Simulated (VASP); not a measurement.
# SnO in VASP: single point with PBE+D3(BJ)

Aim: the single point of SnO with PBE+D3(BJ).

Everything below comes from runs of VASP 6.6.1. Logs are shortened: lines on timing, memory, paths and dates and some standing lists are left out, and cuts for length are marked.

### 1 The cell of the first run

The cell holds a slab with vacuum, 8 atoms: a = 3.820 Å, b = 3.820 Å, c = 22.226 Å, α = 90.00°, β = 90.00°, γ = 90.00°.

### 2 Single point, PBE+D3(BJ)

INCAR reads:

```
  ALGO = Normal
  DIPOL = 0.5 0.5 0.408
  EDIFF = 1E-7
  ENCUT = 520
  GGA = PE
  IDIPOL = 3
  ISIF = 2
  ISMEAR = 0
  IVDW = 12
  LASPH = T
  LCHARG = F
  LDIPOL = T
  LREAL = F
  LWAVE = F
  NBANDS = 50
  NELM = 100
  PREC = Accurate
  SIGMA = 0.05
```

KPOINTS reads:

```
k-points
0
Gamma
  7 7 1
```

POSCAR reads:

```
SnO
1.0
    3.8201527101      0.0002954416      0.0000000000
   -0.0003145269      3.8201527086      0.0000000000
    0.0000000000      0.0000000000     22.2260751773
Sn O
4 4
Direct
    0.9999452874      0.9999452874      0.2024648960
    0.4999452874      0.4999452874      0.3087831537
    0.4999452874      0.4999452874      0.5067488299
    0.9999452874      0.9999452874      0.6130670876
    0.9999461031      0.4999461031      0.2556240249
    0.4999461031      0.9999461031      0.2556240249
    0.4999444717      0.9999444717      0.5599079587
    0.9999444717      0.4999444717      0.5599079587
```

Potentials or basis: VASP PAW PBE potentials, release 64 (Sn_d, O).

Launch:

```console
> cat potpaw_PBE.64/Sn_d/POTCAR potpaw_PBE.64/O/POTCAR > POTCAR
> mpirun -np 1 vasp_std > vasp.out
```

OUTCAR:

```text
EDIFF = 1E-7
   ENCUT = 520
   GGA = PE
   ISIF = 2
   ISMEAR = 0
   IVDW = 12
   LASPH = T
   LREAL = F
   NELM = 100
   PREC = Accurate
 IVDW          = 12

 ion  position               nearest neighbor table
   1  1.000  1.000  0.202-   6 2.25   5 2.25   6 2.25   5 2.25   2 3.59   2 3.59   2 3.59   2 3.59

   2  0.500  0.500  0.309-   5 2.25   6 2.25   5 2.25   6 2.25   1 3.59   1 3.59   1 3.59   1 3.59

   3  0.500  0.500  0.507-   8 2.25   7 2.25   8 2.25   7 2.25   4 3.59   4 3.59   4 3.59   4 3.59

   4  1.000  1.000  0.613-   7 2.25   8 2.25   7 2.25   8 2.25   3 3.59   3 3.59   3 3.59   3 3.59

   5  1.000  0.500  0.256-   2 2.25   1 2.25   2 2.25   1 2.25
   6  0.500  1.000  0.256-   2 2.25   1 2.25   2 2.25   1 2.25
   7  0.500  1.000  0.560-   3 2.25   4 2.25   3 2.25   4 2.25
   8  1.000  0.500  0.560-   3 2.25   4 2.25   3 2.25   4 2.25

  LATTYP: Found a simple tetragonal cell.
 ALAT       =     3.8201527215
 C/A-ratio  =     5.8181116823

  Lattice vectors:

 A1 = (   3.8201527101,   0.0002954416,   0.0000000000)
 A2 = (  -0.0003145269,   3.8201527086,   0.0000000000)
 A3 = (   0.0000000000,   0.0000000000,  22.2260751773)

Analysis of symmetry for initial positions (statically):
=====================================================================
 Subroutine PRICEL returns:
 Original cell was already a primitive cell.

 Routine SETGRP: Setting up the symmetry group for a
 simple tetragonal supercell.

 Subroutine GETGRP returns: Found 16 space group operations
 (whereof  2 operations were pure point group operations)
 out of a pool of 16 trial point group operations.

The static configuration has the point symmetry C_1h.
 The point group associated with its full space group is D_4h.

Analysis of symmetry for dynamics (positions and initial velocities):
=====================================================================
 Subroutine PRICEL returns:
 Original cell was already a primitive cell.

 Routine SETGRP: Setting up the symmetry group for a
 simple tetragonal supercell.

 Subroutine GETGRP returns: Found 16 space group operations
 (whereof  2 operations were pure point group operations)
 out of a pool of 16 trial point group operations.

The dynamic configuration has the point symmetry C_1h.
 The point group associated with its full space group is D_4h.

 Subroutine INISYM returns: Found 16 space group operations
 (whereof  2 operations are pure point group operations),
 and found     1 'primitive' translations

----------------------------------------------------------------------------------------

                                     Primitive cell

  volume of cell :     324.3577

  direct lattice vectors                    reciprocal lattice vectors
     3.820152710  0.000295442  0.000000000     0.261769638  0.000021552  0.000000000
    -0.000314527  3.820152709  0.000000000    -0.000020245  0.261769639  0.000000000
     0.000000000  0.000000000 22.226075177     0.000000000  0.000000000  0.044992199

  length of vectors
     3.820152722  3.820152722 22.226075177     0.261769639  0.261769639  0.044992199

  position of ions in fractional coordinates (direct lattice)
     0.999945287  0.999945287  0.202464896
     0.499945287  0.499945287  0.308783154
     0.499945287  0.499945287  0.506748830
     0.999945287  0.999945287  0.613067088
     0.999946103  0.499946103  0.255624025
     0.499946103  0.999946103  0.255624025
     0.499944472  0.999944472  0.559907959
     0.999944472  0.499944472  0.559907959

  ion indices of the primitive-cell ions
   primitive index   ion index
                 1           1
                 2           2
                 3           3
                 4           4
                 5           5
                 6           6
                 7           7
                 8           8

----------------------------------------------------------------------------------------

 KPOINTS: k-points

Automatic generation of k-mesh.
 Grid dimensions read from file:
 generate k-points for:    7    7    1

 Generating k-lattice:

  Cartesian coordinates                     Fractional coordinates (reciprocal lattice)
     0.037395663  0.000003079  0.000000000     0.142857143  0.000000000  0.000000000
    -0.000002892  0.037395663  0.000000000     0.000000000  0.142857143  0.000000000
     0.000000000  0.000000000  0.044992199     0.000000000  0.000000000  1.000000000

  Length of vectors
     0.037395663  0.037395663  0.044992199

  Shift w.r.t. Gamma in fractional coordinates (k-lattice)
     0.000000000  0.000000000  0.000000000

 Subroutine IBZKPT returns following result:
 ===========================================

 Found     10 irreducible k-points:

 Following reciprocal coordinates:
            Coordinates               Weight
  0.000000  0.000000  0.000000      1.000000
  0.142857  0.000000  0.000000      4.000000
  0.285714  0.000000  0.000000      4.000000
  0.428571  0.000000  0.000000      4.000000
  0.142857  0.142857  0.000000      4.000000
  0.285714  0.142857  0.000000      8.000000
  0.428571  0.142857  0.000000      8.000000
  0.285714  0.285714  0.000000      4.000000
  0.428571  0.285714  0.000000      8.000000
  0.428571  0.428571  0.000000      4.000000
   k-points           NKPTS =     10   k-points in BZ     NKDIM =     10   number of bands    NBANDS=     50
   number of dos      NEDOS =    301   number of ions     NIONS =      8
   total plane-waves  NPLWV = 131712
   dimension x,y,z NGX =    28 NGY =   28 NGZ =  168
   dimension x,y,z NGXF=    56 NGYF=   56 NGZF=  336
   ions per type =               4   4
   NGX,Y,Z   is equivalent  to a cutoff of  12.19, 12.19, 12.57 a.u.
   NGXF,Y,Z  is equivalent  to a cutoff of  24.37, 24.37, 25.13 a.u.
 SYSTEM =  unknown system
   PREC   = accura    normal or accurate (medium, high low for compatibility)
   ISTART =      0    job   : 0-new  1-cont  2-samecut
   ICHARG =      2    charge: 1-file 2-atom 10-const
   ISPIN  =      1    spin polarized calculation?
   LNONCOLLINEAR =      F non collinear calculations
   LSORBIT =      F    spin-orbit coupling
   LASPH  =      T    aspherical Exc in radial PAW
   ENCUT  =  520.0 eV  38.22 Ry    6.18 a.u.   7.10  7.10 41.33*2*pi/ulx,y,z
   NELM   =    100;   NELMIN=  2; NELMDL= -5     # of ELM steps
   EDIFF  = 0.1E-06   stopping-criterion for ELM
   LREAL  =      F    real-space projection
   EDIFFG = 0.1E-05   stopping-criterion for IOM
   NSW    =      0    number of steps for IOM
   IBRION =     -1    ionic relax: 0-MD 1-quasi-New 2-CG
   NFREE  =      0    steps in history (QN), initial steepest desc. (CG)
   ISIF   =      2    stress and relaxation
   ISYM   =      2    0-nonsym 1-usesym 2-fastsym
   POTIM  = 0.5000    time-step for ionic-motion
   TEBEG  =    0.0;   TEEND  =   0.0 temperature during run
   PSTRESS=    0.0 pullay stress
   NELECT =      80.0000    total number of electrons
   NUPDOWN=      -1.0000    fix difference up-down
   EMIN   =  10.00;   EMAX   =-10.00  energy-range for DOS
   EFERMI =   0.00;   METHOD = LEGACY
   ISMEAR =     0;   SIGMA  =   0.05  broadening in eV -4-tet -1-fermi 0-gaus
   EFERMI_NEDOS =   21; number of points for ismear=-14 and -15
   IALGO  =     38    algorithm
   IMIX   =      4    mixing-type and parameters
     AMIX     =   0.40;   BMIX     =  1.00
     AMIX_MAG =   1.60;   BMIX_MAG =  1.00
  volume/ion in A,a.u.               =      40.54       273.61
  Fermi-wavevector in a.u.,A,eV,Ry     =   1.026668  1.940121 14.341186  1.054047
  Thomas-Fermi vector in A             =   2.160573
   LORBIT       =      0    0 simple, 1 ext, 2 COOP (PROOUT), +10 PAW based schemes
   GGA     = PE    functional components
   LHFCALC =     F    Hartree Fock is set to
   AEXX    =    0.0000 exact exchange contribution
   IVDW    =    12    specifies the selected vdW correction
   LEPSILON=     F    determine dielectric tensor
   LRPA    =     F    only Hartree local field effects (RPA)
 non-spin polarized calculation
 Gauss-broadening in eV      SIGMA  =   0.05
  energy-cutoff  :      520.00
  volume of cell :      324.36
 maximum number of plane-waves:      8769
   NGX = 15   NGY = 15   NGZ = 83

 dipolmoment           0.000000      0.000000      0.000004 electrons x Angstroem

 number of electron      79.9999968 magnetization

 dipolmoment           0.000000      0.000000     -0.000000 electrons x Angstroem

 Free energy of the ion-electron system (eV)
  ---------------------------------------------------
  ext. energy  EPLUGINS =         0.00000000
  ---------------------------------------------------
  free energy    TOTEN  =       -45.13902714 eV

  energy without entropy =      -45.13902714  energy(sigma->0) =      -45.13902714

 E-fermi :   0.0719     XC(G=0):  -5.3318

 val. band max:       -0.2233313164   @ k =   0.1429   0.1429   0.0000
 cond. band min:       2.3291398807   @ k =   0.4286   0.0000   0.0000
 fundamental gap:      2.5524711971
 Fermi energy:         0.0718915972

 k-point     1 :       0.0000    0.0000    0.0000
  band No.  band energies     occupation
      1     -21.0424      2.00000
      2     -21.0423      2.00000
      3     -20.6817      2.00000
      4     -20.6816      2.00000
      5     -20.6444      2.00000
      6     -20.6444      2.00000
[... 42 lines left out ...]
     49       5.2209      0.00000
     50       5.2209      0.00000

 k-point     2 :       0.1429    0.0000    0.0000
  band No.  band energies     occupation
      1     -21.0334      2.00000
      2     -21.0334      2.00000
      3     -20.6824      2.00000
      4     -20.6823      2.00000
      5     -20.6461      2.00000
      6     -20.6457      2.00000
[... 416 lines left out ...]
 k-point    10 :       0.4286    0.4286    0.0000
  band No.  band energies     occupation
      1     -20.9836      2.00000
      2     -20.9832      2.00000
      3     -20.9697      2.00000
      4     -20.9693      2.00000
      5     -20.6487      2.00000
      6     -20.6485      2.00000
[... 42 lines left out ...]
     49       5.9807      0.00000
     50       6.0068      0.00000

------------------------ aborting loop because EDIFF is reached ----------------------------------------

 vacuum level on the upper side and lower side of the slab       (xc-potential included)        -0.132        -0.132

 Edisp (eV)   -1.22112

 E8    (eV) :    -0.5395

  FORCE on cell =-STRESS in cart. coord.  units (eV):
  Direction    XX          YY          ZZ          XY          YZ          ZX
  --------------------------------------------------------------------------------------
  -------------------------------------------------------------------------------------
  Total       0.21703     0.21703     0.32724    -0.00000    -0.00000     0.00000
  in kB       1.07203     1.07203     1.61643    -0.00001    -0.00000     0.00000
  external pressure =        1.25 kB  Pullay stress =        0.00 kB

 VOLUME and BASIS-vectors are now :
 -----------------------------------------------------------------------------
  energy-cutoff  :      520.00
  volume of cell :      324.36
      direct lattice vectors                 reciprocal lattice vectors
     3.820152710  0.000295442  0.000000000     0.261769638  0.000021552  0.000000000
    -0.000314527  3.820152709  0.000000000    -0.000020245  0.261769639  0.000000000
     0.000000000  0.000000000 22.226075177     0.000000000  0.000000000  0.044992199

 POSITION                                       TOTAL-FORCE (eV/Angst)
 -----------------------------------------------------------------------------------
      3.81963      3.82024      4.50000        -0.000000      0.000000     -0.086515
      1.90971      1.91002      6.86304         0.000000     -0.000000      0.073099
      1.90971      1.91002     11.26304         0.000000      0.000000     -0.073099
      3.81963      3.82024     13.62608        -0.000000     -0.000000      0.086515
      3.81979      1.91017      5.68152         0.000000      0.000000     -0.001100
      1.90956      3.82009      5.68152        -0.000000      0.000000     -0.001100
      1.90955      3.82009     12.44456        -0.000000     -0.000000      0.001100
      3.81978      1.91016     12.44456         0.000000      0.000000      0.001100
 -----------------------------------------------------------------------------------
    total drift:                               -0.000003     -0.000003     -0.000002

  FREE ENERGIE OF THE ION-ELECTRON SYSTEM (eV)
  ---------------------------------------------------
  free  energy   TOTEN  =       -46.3601485849 eV

  energy  without entropy=      -46.3601485849  energy(sigma->0) =      -46.36014858

 vacuum level on the upper side and lower side of the slab         4.824         4.824
```

Run time: 2.1 min. Hardware: 1 thread of Intel Xeon 6975P-C (Granite Rapids), shared host; peak memory 0.39 GiB.

Results:

```yaml
Free_energy: -46.3601 eV
Largest_force: 0.087 eV/Å
Band_gap_on_the_k_mesh: 2.55 eV (least direct gap 2.59 eV)
Dispersion_energy_per_atom: -0.153 eV
```

Forces in eV/Å, atoms in the order of the input:
```
Sn   0.000  0.000 -0.087
Sn   0.000  0.000  0.073
Sn   0.000  0.000 -0.073
Sn   0.000  0.000  0.087
O    0.000  0.000 -0.001
O    0.000  0.000 -0.001
O    0.000  0.000  0.001
O    0.000  0.000  0.001
```

Levels at points of the mesh, in eV from the valence-band top:
| k point | band 36 | band 37 | band 38 | band 39 | band 40 | band 41 | band 42 | band 43 | band 44 | band 45 |
| --- | --- | --- | --- | --- | --- | --- | --- | --- | --- | --- |
| (0.00, 0.00, 0.00) | -1.91 | -1.91 | -1.91 | -0.55 | -0.04 | 2.56 | 2.90 | 2.90 | 3.73 | 4.91 |

Caveat: spin-orbit coupling is left out, which moves the levels of the heavy elements.
